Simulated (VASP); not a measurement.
# La3LuO2 (P4/mmm) in VASP: single point with PBE

Aim: the single point of La3LuO2 with PBE.

All numbers are computed with VASP 6.6.1; they aren't measurements. Logs are shortened: lines on timing, memory, paths and dates and some standing lists are left out, and cuts for length are marked.

**1. The cell of the first run**

The structure is tetragonal, space group P4/mmm (No. 123). Conventional cell: a = 5.809 Å, b = 5.809 Å, c = 6.442 Å, α = 90.00°, β = 90.00°, γ = 90.00°. La (site symmetry 4/mmm) has 8 O at 4.29 Å and 12 La at 4.34 to 5.81 Å and 8 Lu at 5.22 Å within 5.9 Å. La (site symmetry mmm) has 2 Lu at 2.90 Å and 4 O at 3.52 Å within 3.8 Å. Lu (site symmetry 4/mmm) has 2 O at 1.99 Å within 2.6 Å. O (site symmetry 4mm) has 1 Lu at 1.99 Å and 1 O at 2.47 Å within 2.6 Å.

The cell was generated, and may not be a known phase.

**2. Single point, PBE**

Input file INCAR:

```
SYSTEM = La3LuO2
PREC = Accurate
ENCUT = 1340
EDIFF = 1E-6
ISMEAR = 0
SIGMA = 0.1
LREAL = .FALSE.
LASPH = .TRUE.
NELM = 200
ALGO = Normal
ISIF = 2
LWAVE = .FALSE.
LCHARG = .TRUE.
GGA = PE
LELF = .TRUE.
LVHAR = .TRUE.
NBANDS = 44
GGA_COMPAT = .FALSE.
LMAXMIX = 6
```

Input file KPOINTS:

```
regular mesh
0
G
  4 4 4
  0 0 0
```

Input file POSCAR:

```
La3LuO2
1.0
    5.8093674258      0.0000000000      0.0000000000
    0.0000000000      5.8093674258      0.0000000000
    0.0000000000      0.0000000000      6.4418630658
La Lu O
3 1 2
Direct
    0.5000000000      0.5000000000      0.5000000000
    0.0000000000      0.5000000000      0.0000000000
    0.5000000000      0.0000000000      0.0000000000
    0.0000000000      0.0000000000      0.0000000000
    0.0000000000      0.0000000000      0.3086434744
    0.0000000000      0.0000000000      0.6913565256
```

Potentials or basis: VASP PAW PBE potentials, release 64 (La, Lu, O_h).

Run with:

```sh
$ cat potpaw_PBE.64/La/POTCAR potpaw_PBE.64/Lu/POTCAR potpaw_PBE.64/O_h/POTCAR > POTCAR
$ mpirun -np 1 vasp_std > vasp.out
```

OUTCAR:

```text
SYSTEM = La3LuO2
   PREC = Accurate
   ENCUT = 1340
   EDIFF = 1E-6
   ISMEAR = 0
   LREAL = .FALSE.
   LASPH = .TRUE.
   NELM = 200
   ISIF = 2
   GGA = PE

 ion  position               nearest neighbor table
   1  0.500  0.500  0.500-
   2  0.000  0.500  0.000-   4 2.90   4 2.90
   3  0.500  0.000  0.000-   4 2.90   4 2.90
   4  0.000  0.000  0.000-   5 1.99   6 1.99   2 2.90   3 2.90   2 2.90   3 2.90
   5  0.000  0.000  0.309-   4 1.99
   6  0.000  0.000  0.691-   4 1.99

  LATTYP: Found a simple tetragonal cell.
 ALAT       =     5.8093674258
 C/A-ratio  =     1.1088751311

  Lattice vectors:

 A1 = (   5.8093674258,   0.0000000000,   0.0000000000)
 A2 = (   0.0000000000,   5.8093674258,   0.0000000000)
 A3 = (   0.0000000000,   0.0000000000,   6.4418630658)

Analysis of symmetry for initial positions (statically):
=====================================================================
 Subroutine PRICEL returns:
 Original cell was already a primitive cell.

 Routine SETGRP: Setting up the symmetry group for a
 simple tetragonal supercell.

 Subroutine GETGRP returns: Found 16 space group operations
 (whereof 16 operations were pure point group operations)
 out of a pool of 16 trial point group operations.

The static configuration has the point symmetry D_4h.

Analysis of symmetry for dynamics (positions and initial velocities):
=====================================================================
 Subroutine PRICEL returns:
 Original cell was already a primitive cell.

 Routine SETGRP: Setting up the symmetry group for a
 simple tetragonal supercell.

 Subroutine GETGRP returns: Found 16 space group operations
 (whereof 16 operations were pure point group operations)
 out of a pool of 16 trial point group operations.

The dynamic configuration has the point symmetry D_4h.

 Subroutine INISYM returns: Found 16 space group operations
 (whereof 16 operations are pure point group operations),
 and found     1 'primitive' translations

----------------------------------------------------------------------------------------

                                     Primitive cell

  volume of cell :     217.4048

  direct lattice vectors                    reciprocal lattice vectors
     5.809367426  0.000000000  0.000000000     0.172135781  0.000000000  0.000000000
     0.000000000  5.809367426  0.000000000     0.000000000  0.172135781  0.000000000
     0.000000000  0.000000000  6.441863066     0.000000000  0.000000000  0.155234594

  length of vectors
     5.809367426  5.809367426  6.441863066     0.172135781  0.172135781  0.155234594

  position of ions in fractional coordinates (direct lattice)
     0.500000000  0.500000000  0.500000000
     0.000000000  0.500000000  0.000000000
     0.500000000  0.000000000  0.000000000
     0.000000000  0.000000000  0.000000000
     0.000000000  0.000000000  0.308643474
     0.000000000  0.000000000  0.691356526

  ion indices of the primitive-cell ions
   primitive index   ion index
                 1           1
                 2           2
                 3           3
                 4           4
                 5           5
                 6           6

----------------------------------------------------------------------------------------

 KPOINTS: regular mesh

Automatic generation of k-mesh.
 Grid dimensions read from file:
 generate k-points for:    4    4    4

 Generating k-lattice:

  Cartesian coordinates                     Fractional coordinates (reciprocal lattice)
     0.043033945  0.000000000  0.000000000     0.250000000  0.000000000  0.000000000
     0.000000000  0.043033945  0.000000000     0.000000000  0.250000000  0.000000000
     0.000000000  0.000000000  0.038808649     0.000000000  0.000000000  0.250000000

  Length of vectors
     0.043033945  0.043033945  0.038808649

  Shift w.r.t. Gamma in fractional coordinates (k-lattice)
     0.000000000  0.000000000  0.000000000

 Subroutine IBZKPT returns following result:
 ===========================================

 Found     18 irreducible k-points:

 Following reciprocal coordinates:
            Coordinates               Weight
  0.000000  0.000000  0.000000      1.000000
  0.250000  0.000000  0.000000      4.000000
  0.500000  0.000000  0.000000      2.000000
  0.250000  0.250000  0.000000      4.000000
  0.500000  0.250000  0.000000      4.000000
  0.500000  0.500000  0.000000      1.000000
[... 10 lines left out ...]
  0.500000  0.250000  0.500000      4.000000
  0.500000  0.500000  0.500000      1.000000
   k-points           NKPTS =     18   k-points in BZ     NKDIM =     18   number of bands    NBANDS=     44
   number of dos      NEDOS =    301   number of ions     NIONS =      6
   total plane-waves  NPLWV = 392000
   dimension x,y,z NGX =    70 NGY =   70 NGZ =   80
   dimension x,y,z NGXF=   140 NGYF=  140 NGZF=  160
   ions per type =               3   1   2
   NGX,Y,Z   is equivalent  to a cutoff of  20.03, 20.03, 20.65 a.u.
   NGXF,Y,Z  is equivalent  to a cutoff of  40.06, 40.06, 41.29 a.u.
 SYSTEM =  La3LuO2
   PREC   = accura    normal or accurate (medium, high low for compatibility)
   ISTART =      0    job   : 0-new  1-cont  2-samecut
   ICHARG =      2    charge: 1-file 2-atom 10-const
   ISPIN  =      1    spin polarized calculation?
   LNONCOLLINEAR =      F non collinear calculations
   LSORBIT =      F    spin-orbit coupling
   LASPH  =      T    aspherical Exc in radial PAW
   ENCUT  = 1340.0 eV  98.49 Ry    9.92 a.u.  17.34 17.34 19.23*2*pi/ulx,y,z
   NELM   =    200;   NELMIN=  2; NELMDL= -5     # of ELM steps
   EDIFF  = 0.1E-05   stopping-criterion for ELM
   LREAL  =      F    real-space projection
   EDIFFG = 0.1E-04   stopping-criterion for IOM
   NSW    =      0    number of steps for IOM
   IBRION =     -1    ionic relax: 0-MD 1-quasi-New 2-CG
   NFREE  =      0    steps in history (QN), initial steepest desc. (CG)
   ISIF   =      2    stress and relaxation
   ISYM   =      2    0-nonsym 1-usesym 2-fastsym
   POTIM  = 0.5000    time-step for ionic-motion
   TEBEG  =    0.0;   TEEND  =   0.0 temperature during run
   PSTRESS=    0.0 pullay stress
   NELECT =      70.0000    total number of electrons
   NUPDOWN=      -1.0000    fix difference up-down
   EMIN   =  10.00;   EMAX   =-10.00  energy-range for DOS
   EFERMI =   0.00;   METHOD = LEGACY
   ISMEAR =     0;   SIGMA  =   0.10  broadening in eV -4-tet -1-fermi 0-gaus
   EFERMI_NEDOS =   21; number of points for ismear=-14 and -15
   IALGO  =     38    algorithm
   IMIX   =      4    mixing-type and parameters
     AMIX     =   0.40;   BMIX     =  1.00
     AMIX_MAG =   1.60;   BMIX_MAG =  1.00
  volume/ion in A,a.u.               =      36.23       244.52
  Fermi-wavevector in a.u.,A,eV,Ry     =   1.122064  2.120394 17.130123  1.259029
  Thomas-Fermi vector in A             =   2.258722
   LORBIT       =      0    0 simple, 1 ext, 2 COOP (PROOUT), +10 PAW based schemes
   GGA     = PE    functional components
   LHFCALC =     F    Hartree Fock is set to
   AEXX    =    0.0000 exact exchange contribution
   IVDW    =     0    specifies the selected vdW correction
   LEPSILON=     F    determine dielectric tensor
   LRPA    =     F    only Hartree local field effects (RPA)
 non-spin polarized calculation
 Gauss-broadening in eV      SIGMA  =   0.10
  energy-cutoff  :     1340.00
  volume of cell :      217.40
 maximum number of plane-waves:     24251
 NGX is ok and might be reduce to    70
   NGX = 35   NGY = 35   NGZ = 39

 number of electron      70.0000002 magnetization

 Free energy of the ion-electron system (eV)
  ---------------------------------------------------
  ext. energy  EPLUGINS =         0.00000000
  ---------------------------------------------------
  free energy    TOTEN  =       -27.64935945 eV

  energy without entropy =      -27.58070130  energy(sigma->0) =      -27.61503038

 E-fermi :   3.7689     XC(G=0):  -8.2340

 val. band max:        3.7610893454   @ k =   0.0000   0.0000   0.0000
 cond. band min:       3.7733436425   @ k =   0.2500   0.2500   0.0000
 fundamental gap:      0.0122542971
 Fermi energy:         3.7688509736

 k-point     1 :       0.0000    0.0000    0.0000
  band No.  band energies     occupation
      1     -51.1355      2.00000
      2     -30.6697      2.00000
      3     -29.6000      2.00000
      4     -29.5632      2.00000
      5     -22.2687      2.00000
      6     -22.2687      2.00000
[... 36 lines left out ...]
     43       4.1638      0.00000
     44       4.1968      0.00000

 k-point     2 :       0.2500    0.0000    0.0000
  band No.  band energies     occupation
      1     -51.1355      2.00000
      2     -30.6697      2.00000
      3     -29.6008      2.00000
      4     -29.5728      2.00000
      5     -22.2682      2.00000
      6     -22.2058      2.00000
[... 36 lines left out ...]
     43       4.1752      0.00000
     44       4.1959      0.00000

 k-point     3 :       0.5000    0.0000    0.0000
  band No.  band energies     occupation
      1     -51.1354      2.00000
      2     -30.6696      2.00000
      3     -29.6023      2.00000
      4     -29.5816      2.00000
      5     -22.2676      2.00000
      6     -22.1417      2.00000
[... 36 lines left out ...]
     43       4.2224      0.00000
     44       4.2890      0.00000

 k-point     4 :       0.2500    0.2500    0.0000
  band No.  band energies     occupation
      1     -51.1354      2.00000
      2     -30.6696      2.00000
      3     -29.6012      2.00000
      4     -29.5828      2.00000
      5     -22.2056      2.00000
      6     -22.2050      2.00000
[... 600 lines left out ...]
     43       4.1998      0.00000
     44       4.2585      0.00000

 k-point    17 :       0.5000    0.2500    0.5000
  band No.  band energies     occupation
      1     -51.1354      2.00000
      2     -30.6694      2.00000
      3     -29.6024      2.00000
      4     -29.5920      2.00000
      5     -22.2048      2.00000
      6     -22.1412      2.00000
[... 36 lines left out ...]
     43       4.2096      0.00000
     44       4.2286      0.00000

 k-point    18 :       0.5000    0.5000    0.5000
  band No.  band energies     occupation
      1     -51.1354      2.00000
      2     -30.6694      2.00000
      3     -29.6023      2.00000
      4     -29.6023      2.00000
      5     -22.1407      2.00000
      6     -22.1407      2.00000
[... 36 lines left out ...]
     43       4.2105      0.00000
     44       4.5099      0.00000

------------------------ aborting loop because EDIFF is reached ----------------------------------------

  FORCE on cell =-STRESS in cart. coord.  units (eV):
  Direction    XX          YY          ZZ          XY          YZ          ZX
  --------------------------------------------------------------------------------------
  -------------------------------------------------------------------------------------
  Total       -0.0706299     -0.0706299      0.6590847      0.0000000      0.0000000     -0.0000000
  in kB       -0.5205108     -0.5205108      4.8571626      0.0000000      0.0000000     -0.0000000
  external PRESSURE =       1.2720470 kB  Pullay stress =       0.0000000 kB

 VOLUME and BASIS-vectors are now :
 -----------------------------------------------------------------------------
  energy-cutoff  :     1340.00
  volume of cell :      217.40
      direct lattice vectors                 reciprocal lattice vectors
     5.809367426  0.000000000  0.000000000     0.172135781  0.000000000  0.000000000
     0.000000000  5.809367426  0.000000000     0.000000000  0.172135781  0.000000000
     0.000000000  0.000000000  6.441863066     0.000000000  0.000000000  0.155234594

 POSITION                                       TOTAL-FORCE (eV/Angst)
 -----------------------------------------------------------------------------------
      2.90468      2.90468      3.22093        -0.000000      0.000000      0.000000
      0.00000      2.90468      0.00000        -0.000000      0.000000      0.000000
      2.90468      0.00000      0.00000        -0.000000      0.000000      0.000000
      0.00000      0.00000      0.00000        -0.000000      0.000000      0.000000
      0.00000      0.00000      1.98824        -0.000000     -0.000000      0.172096
      0.00000      0.00000      4.45362         0.000000     -0.000000     -0.172096
 -----------------------------------------------------------------------------------
    total drift:                               -0.000000     -0.000000     -0.000000

  FREE ENERGIE OF THE ION-ELECTRON SYSTEM (eV)
  ---------------------------------------------------
  free  energy   TOTEN  =       -27.6493594509 eV

  energy  without entropy=      -27.5807013003  energy(sigma->0) =      -27.61503038
```

It took 21 min on 1 thread of Intel Xeon 6975P-C (Granite Rapids), shared host; peak memory 1.2 GiB.

What came out:

```
Free energy            : -27.6494 eV
Pressure               : 0.1 GPa
Largest force          : 0.172 eV/Å
Band gap on the k mesh : zero (bands 35 and 36 overlap by 0.53 eV)
```

Forces on the atoms (eV/Å):
```
La   0.000  0.000  0.000
La   0.000  0.000  0.000
La   0.000  0.000  0.000
Lu   0.000  0.000  0.000
O    0.000  0.000  0.172
O    0.000  0.000 -0.172
```

Levels at points of the mesh, in eV from the Fermi level:
```
           k point  band 32  band 33  band 34  band 35  band 36  band 37  band 38  band 39
(0.00, 0.00, 0.00)    -1.64    -1.36    -0.50    -0.42    -0.01     0.02     0.02     0.22
(0.50, 0.00, 0.00)    -1.07    -0.64    -0.15     0.02     0.05     0.08     0.34     0.34
(0.50, 0.50, 0.00)    -0.06    -0.05    -0.05     0.07     0.29     0.29     0.36     0.38
(0.00, 0.00, 0.50)    -1.61    -1.55    -0.87    -0.46    -0.10     0.20     0.32     0.32
(0.50, 0.00, 0.50)    -1.11    -0.75    -0.33    -0.33    -0.27     0.31     0.31     0.32
(0.50, 0.50, 0.50)    -1.01    -0.29    -0.29     0.11     0.33     0.33     0.35     0.38
```

Caveat: spin-orbit coupling is left out, which moves the levels of the heavy elements.
